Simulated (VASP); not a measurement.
A run of VASP 6.6.1 is set up as follows.

Contents of INCAR:

```
PREC     = Accurate       # precision mode
ENCUT    = 600            # plane-wave cutoff, eV
EDIFF    = 1E-6           # SCF threshold, eV
ISMEAR   = -1             # smearing method
SIGMA    = 0.1            # smearing width, eV
LREAL    = False          # projectors in reciprocal space
LASPH    = True           # aspherical terms in the spheres
NELM     = 80             # most SCF steps
ALGO     = Normal         # electronic algorithm
ISIF     = 3              # what is computed and relaxed
LWAVE    = False          # write WAVECAR
LCHARG   = False          # write CHGCAR
GGA      = PS             # functional
IBRION   = 2              # ionic algorithm
NSW      = 80             # ionic steps
EDIFFG   = -0.01          # ionic threshold
PSTRESS  = 100.0
```

The input KPOINTS:

```
regular mesh
0
Gamma
  8 8 8
```

Contents of POSCAR:

```
Ti
1.0
    2.6900000000      0.0000000000      0.0000000000
    0.0000000000      2.6900000000      0.0000000000
    0.0000000000      0.0000000000      2.6900000000
Ti
1
Direct
    0.0000000000      0.0000000000      0.0000000000
```

Potentials or basis: VASP PAW PBE potentials, release 64 (Ti_sv).

Launch:

```bash
$ cat potpaw_PBE.64/Ti_sv/POTCAR > POTCAR
$ mpirun -np 1 vasp_std > vasp.out
```

Q: What does it give for the relaxed volume?

A: 15.93 Å³/atom.

Q: What does it give for the relaxed cell?

A: a = 2.516 Å, b = 2.516 Å, c = 2.516 Å, α = 90.00°, β = 90.00°, γ = 90.00°.

Q: What does it give for the space group after relaxing (to 0.05 Å)?

A: Pm-3m (No. 221).

Final structure:
```
CELL_PARAMETERS angstrom
2.51622 0.00000 0.00000
0.00000 2.51622 0.00000
0.00000 0.00000 2.51622
ATOMIC_POSITIONS crystal
Ti 0.00000 0.00000 0.00000
```

Caveat: the cell is relaxed towards a set pressure, so the enthalpy falls and the energy may rise; the volume moved by over 15 % at a fixed basis, so the end points are rough; the PAW data sets were made with another functional, which shifts forces and pressure a little.
